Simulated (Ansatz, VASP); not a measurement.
One calculation of Cs2AgBiBr6, two programs

```
CELL_PARAMETERS angstrom
0.00000 5.61610 5.61610
5.61610 0.00000 5.61610
5.61610 5.61610 0.00000
ATOMIC_POSITIONS crystal
Bi 0.00000 0.00000 0.00000
Cs 0.75000 0.75000 0.75000
Cs 0.25000 0.25000 0.25000
Ag 0.50000 0.50000 0.50000
Br 0.74945 0.74945 0.25055
Br 0.25055 0.25055 0.74945
Br 0.74945 0.25055 0.25055
Br 0.74945 0.25055 0.74945
Br 0.25055 0.74945 0.74945
Br 0.25055 0.74945 0.25055
```

Alike in both runs: functional r2SCAN; k mesh 4 × 4 × 4; no spin polarisation.

|  | VASP | Ansatz |
| --- | --- | --- |
| version | VASP 6.6.1 | Ansatz 0.2.0 |
| potentials or method | VASP PAW PBE potentials, release 64 (Bi_d, Cs_sv, Ag, Br) | Ansatz PAW |
| plane-wave cutoff (eV) | 520 | 500 |
| occupations | gaussian, width 0.01 eV | fixed |
| valence electrons in the cell | 86 | 94 |
| task | single point | band structure |

```tsv
	VASP	Ansatz	Ansatz less VASP
gap on the k mesh at the Fermi level (eV)	1.65	1.67	+0.016
least direct gap on the mesh (eV)	2.84	2.85	+0.014
pressure (GPa)	1.0	1.0	0.00
rms of the force components (eV/Å)	0.111	0.108	-0.0032
```

VASP's potentials were made for PBE, not for r2SCAN. Atom by atom the forces differ by 0.003 eV/Å (rms over components). VASP's potentials hold 86 valence electrons a cell and Ansatz's 94, so a difference there can come from the potentials and not from the codes.

Neither program's run includes spin-orbit coupling.
